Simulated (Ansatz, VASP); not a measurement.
**Two plane-wave programs on SnO**

```
CELL_PARAMETERS angstrom
-3.31561 0.00000 0.00000
0.00000 -5.70500 0.00000
0.00000 -0.95102 11.68249
ATOMIC_POSITIONS crystal
Sn 0.00000 0.61890 0.88369
Sn 0.00000 0.73003 0.21702
Sn 0.00000 0.67447 0.55036
Sn 0.50000 0.11426 0.71702
Sn 0.50000 0.22539 0.05036
Sn 0.50000 0.16983 0.38369
O 0.00000 0.95635 0.94958
O 0.00000 0.06748 0.28291
O 0.00000 0.01192 0.61624
O 0.50000 0.75485 0.78291
O 0.50000 0.86598 0.11624
O 0.50000 0.81041 0.44958
```

Alike in both runs: task single point; functional PBEsol; k mesh 8 × 5 × 3; occupations gaussian, width 0.05 eV; no spin polarisation.

|  | VASP | Ansatz |
| --- | --- | --- |
| version | VASP 6.6.1 | Ansatz 0.2.0 |
| potentials or method | VASP PAW PBE potentials, release 64 (Sn_d, O), cutoff 520 eV | scalar-relativistic, plane waves, PAW |
| valence electrons in the cell | 120 | 120 |

Ansatz gave:

| Property | Result |
| --- | --- |
| gap on the k mesh at the Fermi level (eV) | 0.32 |
| least direct gap on the mesh (eV) | 0.70 |
| pressure (GPa) | -2.3 |
| traceless stress, the component that is largest in VASP (GPa) | -3.79 |
| rms of the force components (eV/Å) | 0.785 |

Question: What did VASP give for the same quantities?

Answer: gap on the k mesh at the Fermi level (eV): 0.31; least direct gap on the mesh (eV): 0.69; pressure (GPa): -2.1; traceless stress, the component that is largest in VASP (GPa): -3.71; rms of the force components (eV/Å): 0.775.

VASP's potentials were made for PBE, not for PBEsol. Atom by atom the forces differ by 0.034 eV/Å (rms over components).
